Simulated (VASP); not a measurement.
Wanted: the native input for a VASP 6.6.1 run.

* Task: relaxation of cell and atoms
* Functional: PBE
* Potentials or basis: VASP PAW PBE potentials, release 64 (Mg, Be, Te, O)
* Cutoff: 600 eV
* k mesh: 12 × 12 × 4
* Occupations: gaussian, width 0.1 eV
* Spin: no spin polarisation
* Dipole correction: no
* Further INCAR settings: ALGO = Normal; EDIFF = 1e-06; IBRION = 2; EDIFFG = -0.01; NSW = 100; ISIF = 3

The structure of MgBe2Te2O lies in POSCAR:

```
MgBe2Te2O
1.0
    3.3199967967      0.0000000000      0.0000000000
    0.0000000000      3.3199967967      0.0000000000
    0.0000000000      0.0000000000     10.5470148249
Mg Be Te O
1 2 2 1
Direct
    0.0000000000      0.0000000000      0.0000000000
    0.5000000000      0.0000000000      0.5694505613
    0.0000000000      0.5000000000      0.4305494387
    0.5000000000      0.0000000000      0.3392178976
    0.0000000000      0.5000000000      0.6607821024
    0.5000000000      0.5000000000      0.0000000000
```

The input as run:

INCAR

```
SYSTEM = MgBe2Te2O
PREC     = Accurate       ! precision mode
ENCUT    = 600            ! plane-wave cutoff, eV
EDIFF    = 1E-6           ! SCF threshold, eV
ISMEAR   = 0              ! smearing method
SIGMA    = 0.1            ! smearing width, eV
LREAL    = .FALSE.        ! projectors in reciprocal space
LASPH    = .TRUE.         ! aspherical terms in the spheres
NELM     = 80             ! most SCF steps
ALGO     = Normal         ! electronic algorithm
ISIF     = 3              ! what is computed and relaxed
LWAVE    = .FALSE.        ! write WAVECAR
LCHARG   = .FALSE.        ! write CHGCAR
GGA      = PE             ! functional
IBRION   = 2              ! ionic algorithm
NSW      = 100            ! ionic steps
EDIFFG   = -0.01          ! ionic threshold
```

KPOINTS

```
Automatic mesh
0
G
  12 12 4
  0 0 0
```

Potentials or basis: VASP PAW PBE potentials, release 64 (Mg, Be, Te, O).

The run is started by

```console
$ cat potpaw_PBE.64/Mg/POTCAR potpaw_PBE.64/Be/POTCAR potpaw_PBE.64/Te/POTCAR potpaw_PBE.64/O/POTCAR > POTCAR
$ mpirun -np 1 vasp_std > vasp.out
```

Results of the run:

```yaml
Relaxed_volume: 19.50 Å³/atom
Relaxed_cell: a = 3.330 Å, b = 3.330 Å, c = 10.551 Å, α = 90.00°, β = 90.00°, γ = 90.00°
Space_group_after_relaxing_to_0.05_Å: P-4m2 (No. 115)
Energy_gained_by_relaxing: 0.3 meV/atom
Ionic_steps: 6
Pressure_after_relaxing: 0.0 GPa
Band_gap_on_the_k_mesh: zero (band 12 reaches 6.47 eV, above the bottom of band 13 at 4.46 eV)
```

Caveat: spin-orbit coupling is left out, which moves the levels of the heavy elements.

Run time: 6.6 min on 1 thread of Intel Xeon 6975P-C (shared host), peak memory 0.44 GiB.
